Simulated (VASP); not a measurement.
**Sn3C: single point with PBE**

Sn3C:

```
CELL_PARAMETERS angstrom
5.69009 0.00000 0.00000
0.00000 5.69009 0.00000
0.00000 0.00000 5.69009
ATOMIC_POSITIONS crystal
Sn 0.25000 0.00000 0.50000
Sn 0.50000 0.75000 0.00000
Sn 0.75000 0.00000 0.50000
Sn 0.50000 0.25000 0.00000
Sn 0.00000 0.50000 0.75000
Sn 0.00000 0.50000 0.25000
C 0.00000 0.00000 0.00000
C 0.50000 0.50000 0.50000
```

The cell was built from a structure type or drawn by symmetry, and may not be a known phase.

```
Program             : VASP 6.6.1
Task                : single point
Functional          : PBE
Potentials or basis : VASP PAW PBE potentials, release 64 (Sn_d, C)
Cutoff              : 520 eV
k mesh              : 8 × 8 × 8
Occupations         : gaussian, width 0.1 eV
Spin                : no spin polarisation
```

```
Pressure               : -0.1 GPa
Band gap on the k mesh : zero (bands 46 and 47 overlap by 1.92 eV)
```

Levels at points of the mesh, in eV from the Fermi level:
```csv
k point,band 43,band 44,band 45,band 46,band 47,band 48,band 49,band 50
"(0.00, 0.00, 0.00)",-2.10,-1.49,-1.49,-1.49,-1.05,0.23,0.23,0.23
"(0.50, 0.00, 0.00)",-1.25,-1.25,-0.54,-0.54,-0.04,-0.04,1.39,1.39
"(0.50, 0.50, 0.00)",-0.55,-0.20,-0.16,-0.16,0.19,0.36,1.10,1.10
"(0.50, 0.50, 0.50)",-0.03,-0.03,-0.03,-0.03,1.89,1.89,1.89,1.89
```

Wall time 6 min on 1 thread of Intel(R) Xeon(R) Platinum 8488C (Sapphire Rapids) (shared host), peak memory 0.41 GiB.

Caveat: spin-orbit coupling is left out, which moves the levels of the heavy elements.
